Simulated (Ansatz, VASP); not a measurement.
# One calculation of Ti3Al, two programs

```xyz
4
Lattice="3.1039 0.0000 0.0000 -1.5520 2.6881 0.0000 0.0000 0.0000 8.6630" Properties=species:S:1:pos:R:3 pbc="T T T"
Ti    1.5520    0.8960    0.0000
Ti    0.0000    1.7920    6.5012
Ti    0.0000    1.7920    2.1618
Al    1.5520    0.8960    4.3315
```

Alike in both runs: task single point; functional PBE; k mesh 18 × 18 × 6; occupations gaussian, width 0.15 eV; no spin polarisation.

|  | VASP | Ansatz |
| --- | --- | --- |
| version | VASP 6.6.1 | Ansatz 0.2.0 |
| potentials or method | VASP PAW PBE potentials, release 64 (Ti_sv, Al), cutoff 520 eV | scalar-relativistic, plane waves, PAW |
| valence electrons in the cell | 39 | 39 |

|  | VASP | Ansatz | Ansatz less VASP |
| --- | --- | --- | --- |
| gap on the k mesh at the Fermi level (eV) | none | none | - |
| pressure (GPa) | -3.9 | -3.8 | +0.08 |
| traceless stress, the component that is largest in VASP (GPa) | 9.99 | 10.00 | +0.014 |
| rms of the force components (eV/Å) | 0.029 | 0.026 | -0.0029 |

Atom by atom the forces differ by 0.003 eV/Å (rms over components). A gap of «none» marks a metal or a gap that the smearing closes. The functional is the same, so the differences come from potentials, cutoffs and numerics.
